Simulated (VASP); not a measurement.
**NbP: single point with PBE**

The system is NbP.

```
Nb P
1.0
    -1.66368    1.66368    5.70158
     1.66368   -1.66368    5.70158
     1.66368    1.66368   -5.70158
Nb P
2 2
Direct
  0.24988 0.74988 0.50000
  0.49988 0.49988 0.00000
  0.83275 0.33275 0.50000
  0.08275 0.08275 0.00000
```

```yaml
Program: VASP 6.6.1
Task: single point
Functional: PBE
Potentials_or_basis: VASP PAW PBE potentials, release 64 (Nb_sv, P)
Cutoff: 520 eV
k_mesh: 11 × 11 × 11
Occupations: fermi-dirac, width 0.05 eV
Spin: no spin polarisation
Dipole_correction: no
Further_INCAR_settings: ALGO = Normal; EDIFF = 1e-06; NBANDS = 26
```

* Pressure: 2.4 GPa
* Largest force: 0.022 eV/Å
* Band gap on the k mesh: zero (filled and empty bands overlap)

Forces in eV/Å, atoms in the order of the input:
```
Nb   0.000  0.000  0.022
Nb   0.000  0.000  0.022
P    0.000  0.000 -0.022
P    0.000  0.000 -0.022
```

Stress tensor (GPa, compression positive):
```
2.73 0.00 0.00
0.00 2.73 0.00
0.00 0.00 1.79
```

Levels at points of the mesh, in eV from the Fermi level:
| k point | band 16 | band 17 | band 18 | band 19 | band 20 | band 21 |
| --- | --- | --- | --- | --- | --- | --- |
| (0.00, 0.00, 0.00) | -1.75 | -1.36 | -1.36 | 0.85 | 1.64 | 2.71 |

It took 9.4 min on 1 thread of AMD EPYC 9R14 (Zen 4), with other jobs on the host, peak memory 0.39 GiB.
